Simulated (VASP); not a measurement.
Here is a VASP 6.6.1 calculation.

INCAR

```
SYSTEM = Na2Rh
PREC = Accurate
ENCUT = 520
EDIFF = 1E-6
ISMEAR = 0
SIGMA = 0.1
LREAL = .False.
LASPH = .True.
NELM = 150
ALGO = Fast
ISIF = 2
LWAVE = .False.
LCHARG = .True.
ISPIN = 2
MAGMOM = 0 0 1
LORBIT = 11
LMAXMIX = 4
GGA = PE
LELF = .True.
LVHAR = .True.
NBANDS = 26
```

The input KPOINTS:

```
Automatic mesh
0
Gamma
  6 6 2
  0 0 0
```

Contents of POSCAR:

```
Na2Rh
1.0
    2.9258958648      0.0000000000      0.0000000000
   -1.4629479324      2.5339001477      0.0000000000
    0.0000000000      0.0000000000      8.1160730824
Na Rh
2 1
Direct
    0.6666666667      0.3333333333      0.7053174414
    0.3333333333      0.6666666667      0.2946825586
    0.0000000000      0.0000000000      0.0000000000
```

Potentials or basis: VASP PAW PBE potentials, release 64 (Na_pv, Rh_pv).

The run is started by

```sh
$ cat potpaw_PBE.64/Na_pv/POTCAR potpaw_PBE.64/Rh_pv/POTCAR > POTCAR
$ mpirun -np 1 vasp_std > vasp.out
```

**Question.** What does it give for the largest force?

**Answer.** 0.016 eV/Å.

**Question.** What does it give for the site moments?

**Answer.** Na -0.00; Rh +0.29 μB.

Forces on the atoms (eV/Å):
```
Na   0.000  0.000 -0.016
Na   0.000  0.000  0.016
Rh   0.000  0.000  0.000
```

Caveat: the k points lie up to 0.41 Å⁻¹ apart.
